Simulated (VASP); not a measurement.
# Ru (P6_3/mmc) in VASP: further runs

Ru is run at these levels: PBE; tasks: single point, relaxation of cell and atoms.

Program: VASP 6.6.1. These are calculated values, not measurements. Logs are shortened: lines on timing, memory, paths and dates and some standing lists are left out, and cuts for length are marked.

**1. The cell of the first run**

Symmetry: P6_3/mmc, No. 194, hexagonal system. Conventional cell: a = 2.720 Å, b = 2.720 Å, c = 4.298 Å, α = 90.00°, β = 90.00°, γ = 120.00°. Within 3.5 Å of Ru (site symmetry -6m2) lie 12 Ru at 2.66 to 2.72 Å.

**2. Single point, PBE**

Contents of INCAR:

```
PREC = Accurate
ENCUT = 520
EDIFF = 1E-7
ISMEAR = 0
SIGMA = 0.05
LREAL = F
LASPH = T
NELM = 100
ALGO = Normal
ISIF = 2
LWAVE = F
LCHARG = F
GGA = PE
NBANDS = 21
```

Contents of KPOINTS:

```
Automatic mesh
0
Gamma
  18 18 10
```

Contents of POSCAR:

```
Ru
1.0
    2.7195378016      0.0000000000      0.0000000000
   -1.3597689008      2.3551888228      0.0000000000
    0.0000000000      0.0000000000      4.2978031883
Ru
2
Direct
    0.3333333333      0.6666666667      0.2500000000
    0.6666666667      0.3333333333      0.7500000000
```

Potentials or basis: VASP PAW PBE potentials, release 64 (Ru_pv).

Launch:

```
cat potpaw_PBE.64/Ru_pv/POTCAR > POTCAR
mpirun -np 1 vasp_std > vasp.out
```

OUTCAR:

```text
PREC = Accurate
   ENCUT = 520
   EDIFF = 1E-7
   ISMEAR = 0
   LREAL = F
   LASPH = T
   NELM = 100
   ISIF = 2
   GGA = PE

 ion  position               nearest neighbor table
   1  0.333  0.667  0.250-   2 2.66   2 2.66   2 2.66   2 2.66   2 2.66   2 2.66
   2  0.667  0.333  0.750-   1 2.66   1 2.66   1 2.66   1 2.66   1 2.66   1 2.66

  LATTYP: Found a hexagonal cell.
 ALAT       =     2.7195378016
 C/A-ratio  =     1.5803432428

  Lattice vectors:

 A1 = (   2.7195378016,   0.0000000000,   0.0000000000)
 A2 = (  -1.3597689008,   2.3551888228,   0.0000000000)
 A3 = (   0.0000000000,   0.0000000000,   4.2978031883)

Analysis of symmetry for initial positions (statically):
=====================================================================
 Subroutine PRICEL returns:
 Original cell was already a primitive cell.

 Routine SETGRP: Setting up the symmetry group for a
 hexagonal supercell.

 Subroutine GETGRP returns: Found 24 space group operations
 (whereof 12 operations were pure point group operations)
 out of a pool of 24 trial point group operations.

The static configuration has the point symmetry D_3d.
 The point group associated with its full space group is D_6h.

Analysis of symmetry for dynamics (positions and initial velocities):
=====================================================================
 Subroutine PRICEL returns:
 Original cell was already a primitive cell.

 Routine SETGRP: Setting up the symmetry group for a
 hexagonal supercell.

 Subroutine GETGRP returns: Found 24 space group operations
 (whereof 12 operations were pure point group operations)
 out of a pool of 24 trial point group operations.

The dynamic configuration has the point symmetry D_3d.
 The point group associated with its full space group is D_6h.

 Subroutine INISYM returns: Found 24 space group operations
 (whereof 12 operations are pure point group operations),
 and found     1 'primitive' translations

----------------------------------------------------------------------------------------

                                     Primitive cell

  volume of cell :      27.5275

  direct lattice vectors                    reciprocal lattice vectors
     2.719537802  0.000000000  0.000000000     0.367709542  0.212297203  0.000000000
    -1.359768901  2.355188823  0.000000000     0.000000000  0.424594406  0.000000000
[... 74 lines left out ...]
   NGXF,Y,Z  is equivalent  to a cutoff of  24.45, 24.45, 24.76 a.u.
 SYSTEM =  unknown system
   PREC   = accura    normal or accurate (medium, high low for compatibility)
   ISTART =      0    job   : 0-new  1-cont  2-samecut
   ICHARG =      2    charge: 1-file 2-atom 10-const
   ISPIN  =      1    spin polarized calculation?
   LNONCOLLINEAR =      F non collinear calculations
   LSORBIT =      F    spin-orbit coupling
   LASPH  =      T    aspherical Exc in radial PAW
   ENCUT  =  520.0 eV  38.22 Ry    6.18 a.u.   5.06  5.06  7.99*2*pi/ulx,y,z
   NELM   =    100;   NELMIN=  2; NELMDL= -5     # of ELM steps
   EDIFF  = 0.1E-06   stopping-criterion for ELM
   LREAL  =      F    real-space projection
   EDIFFG = 0.1E-05   stopping-criterion for IOM
   NSW    =      0    number of steps for IOM
   IBRION =     -1    ionic relax: 0-MD 1-quasi-New 2-CG
   NFREE  =      0    steps in history (QN), initial steepest desc. (CG)
   ISIF   =      2    stress and relaxation
   ISYM   =      2    0-nonsym 1-usesym 2-fastsym
   POTIM  = 0.5000    time-step for ionic-motion
   TEBEG  =    0.0;   TEEND  =   0.0 temperature during run
   PSTRESS=    0.0 pullay stress
   NELECT =      28.0000    total number of electrons
   NUPDOWN=      -1.0000    fix difference up-down
   EMIN   =  10.00;   EMAX   =-10.00  energy-range for DOS
   EFERMI =   0.00;   METHOD = LEGACY
   ISMEAR =     0;   SIGMA  =   0.05  broadening in eV -4-tet -1-fermi 0-gaus
   EFERMI_NEDOS =   21; number of points for ismear=-14 and -15
   IALGO  =     38    algorithm
   IMIX   =      4    mixing-type and parameters
     AMIX     =   0.40;   BMIX     =  1.00
     AMIX_MAG =   1.60;   BMIX_MAG =  1.00
  volume/ion in A,a.u.               =      13.76        92.88
  Fermi-wavevector in a.u.,A,eV,Ry     =   1.646411  3.111267 36.880915  2.710671
  Thomas-Fermi vector in A             =   2.736044
   LORBIT       =      0    0 simple, 1 ext, 2 COOP (PROOUT), +10 PAW based schemes
   GGA     = PE    functional components
   LHFCALC =     F    Hartree Fock is set to
   AEXX    =    0.0000 exact exchange contribution
   IVDW    =     0    specifies the selected vdW correction
   LEPSILON=     F    determine dielectric tensor
   LRPA    =     F    only Hartree local field effects (RPA)
 non-spin polarized calculation
 Gauss-broadening in eV      SIGMA  =   0.05
  energy-cutoff  :      520.00
  volume of cell :       27.53
 maximum number of plane-waves:       759
   NGX = 11   NGY = 11   NGZ = 15

 number of electron      28.0000013 magnetization

 Free energy of the ion-electron system (eV)
  ---------------------------------------------------
  ext. energy  EPLUGINS =         0.00000000
  ---------------------------------------------------
  free energy    TOTEN  =       -18.46807342 eV

  energy without entropy =      -18.46543165  energy(sigma->0) =      -18.46675254

 E-fermi :  12.5813     XC(G=0): -14.0345

 val. band max:       12.5769591085   @ k =   0.1667   0.0000   0.4000
 cond. band min:      12.5840630128   @ k =   0.1667   0.1111   0.3000
 fundamental gap:      0.0071039043
 Fermi energy:        12.5812511914

 k-point     1 :       0.0000    0.0000    0.0000
  band No.  band energies     occupation
      1     -31.0048      2.00000
      2     -30.1121      2.00000
      3     -30.1121      2.00000
      4     -29.9479      2.00000
      5     -29.9479      2.00000
      6     -29.9087      2.00000
[... 565 lines left out ...]
     20      23.0332      0.00000
     21      23.6408      0.00000

 [... further k-points ...]
[... 5 lines left out ...]
  --------------------------------------------------------------------------------------
  -------------------------------------------------------------------------------------
  Total       -0.0193882     -0.0193882     -0.0164800     -0.0000000      0.0000000      0.0000000
  in kB       -1.1284438     -1.1284438     -0.9591798     -0.0000000      0.0000000      0.0000000
  external PRESSURE =      -1.0720225 kB  Pullay stress =       0.0000000 kB

 VOLUME and BASIS-vectors are now :
 -----------------------------------------------------------------------------
  energy-cutoff  :      520.00
  volume of cell :       27.53
      direct lattice vectors                 reciprocal lattice vectors
     2.719537802  0.000000000  0.000000000     0.367709542  0.212297203  0.000000000
    -1.359768901  2.355188823  0.000000000     0.000000000  0.424594406  0.000000000
     0.000000000  0.000000000  4.297803188     0.000000000  0.000000000  0.232677011

 POSITION                                       TOTAL-FORCE (eV/Angst)
 -----------------------------------------------------------------------------------
     -0.00000      1.57013      1.07445        -0.000000      0.000000      0.000000
      1.35977      0.78506      3.22335         0.000000     -0.000000      0.000000
 -----------------------------------------------------------------------------------
    total drift:                               -0.000000      0.000000     -0.000000

  FREE ENERGIE OF THE ION-ELECTRON SYSTEM (eV)
  ---------------------------------------------------
  free  energy   TOTEN  =       -18.4680734204 eV

  energy  without entropy=      -18.4654316514  energy(sigma->0) =      -18.46675254
```

Run time: 33 s. Hardware: 1 thread of Intel Xeon 6975P-C (Granite Rapids), shared host; peak memory 0.21 GiB.

What came out:

- Free energy: -18.4681 eV
- Pressure: -0.1 GPa
- Band gap on the k mesh: zero (band 14 reaches 14.05 eV, above the bottom of band 15 at 10.98 eV)

Levels at points of the mesh, in eV from the Fermi level:
| k point | band 10 | band 11 | band 12 | band 13 | band 14 | band 15 | band 16 | band 17 | band 18 | band 19 |
| --- | --- | --- | --- | --- | --- | --- | --- | --- | --- | --- |
| (0.00, 0.00, 0.00) | -2.53 | -2.35 | -1.86 | -1.86 | -1.36 | -1.36 | 1.17 | 1.17 | 1.30 | 10.17 |
| (0.50, 0.00, 0.00) | -2.95 | -2.02 | -1.76 | -1.47 | 1.40 | 1.81 | 1.89 | 4.00 | 6.04 | 10.45 |
| (0.00, 0.00, 0.50) | -2.70 | -2.70 | -2.70 | -2.65 | -2.65 | 0.54 | 0.54 | 0.54 | 0.54 | 10.45 |
| (0.50, 0.00, 0.50) | -4.42 | -1.03 | -1.03 | 0.45 | 0.45 | 1.65 | 1.65 | 3.35 | 3.35 | 10.38 |

(Continued in part 2 of 2.)
